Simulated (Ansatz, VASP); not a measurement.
# Tc: VASP beside Ansatz

```xyz
1
Lattice="0.0000 1.9820 1.9820 1.9820 0.0000 1.9820 1.9820 1.9820 0.0000" Properties=species:S:1:pos:R:3 pbc="T T T"
Tc    0.0000    0.0000    0.0000
```

Change from the starting cell: volume scaled by 1.05, crystal datasets.

Alike in both runs: task electric field gradients; functional PBE; k mesh 18 × 18 × 18; occupations fermi-dirac, width 0.03 eV; no spin polarisation.

|  | VASP | Ansatz |
| --- | --- | --- |
| version | VASP 6.6.1 | Ansatz 0.2.0 |
| potentials or method | VASP PAW PBE potentials, release 64 (Tc_pv), cutoff 520 eV | all-electron PAW with datasets made for the crystal, scalar-relativistic |

```csv
,VASP,Ansatz,Ansatz less VASP
pressure (GPa),-18.5,-18.0,+0.54
```

Ansatz ran all-electron here, and VASP with PAW potentials.
